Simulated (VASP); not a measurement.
Here is a VASP 6.6.1 calculation.

INCAR

```
  PREC = Accurate
  ENCUT = 520
  EDIFF = 1E-7
  ISMEAR = -1
  SIGMA = 0.36
  LREAL = Auto
  LASPH = True
  NELM = 80
  ALGO = Normal
  ISIF = 2
  LWAVE = False
  LCHARG = False
  GGA = PE
  IVDW = 12
  NBANDS = 86
```

Contents of KPOINTS:

```
Automatic mesh
0
Gamma
  2 2 2
```

File POSCAR:

```
WC
1.0
   -2.9803000000     -5.1620300000      0.0000000000
    4.4704490000     -2.5810150000      0.0000000000
    0.0000000000      0.0000000000      5.8542380000
W C
8 8
Direct
    0.7388831592      0.4336909960      0.0264936274
    0.7506331342      0.4604038498      0.5100578419
    0.4979920006     -0.1042030545      0.0009053270
    0.4417809576     -0.0694248412      0.5225786857
    0.2481772957      0.4308387802      0.0196097255
    0.2255765533      0.4582953081      0.4979298758
   -0.0255652729     -0.0731228972      0.0301832621
   -0.0433556997     -0.0406028548      0.4923612603
    0.4896104947      0.6025985661      0.2702828276
    0.4480996696      0.6248301782      0.7399425852
    0.2424453745      0.1235133092      0.2401678920
    0.2102617739      0.1094617487      0.7577074933
   -0.0182626319      0.6223025647      0.2387671974
   -0.0232157985      0.6224452970      0.8042208055
    0.7185256141      0.1238850701      0.2904220840
    0.7337087234      0.1274977320      0.7530271233
```

Potentials or basis: VASP PAW PBE potentials, release 64 (W_sv, C).

Run with:

```bash
$ cat potpaw_PBE.64/W_sv/POTCAR potpaw_PBE.64/C/POTCAR > POTCAR
$ mpirun -np 1 vasp_std > vasp.out
```

(1) Predict the largest force.

(2) What does it give for the band gap on the k mesh?

Results:

(1) 5.341 eV/Å.

(2) zero (band 72 reaches 10.48 eV, above the bottom of band 73 at 10.46 eV).

Caveat: the k points lie up to 0.61 Å⁻¹ apart; spin-orbit coupling is left out, which moves the levels of the heavy elements; forces of over 1 eV/Å act on the atoms, so gaps and moduli don't describe the material at rest.
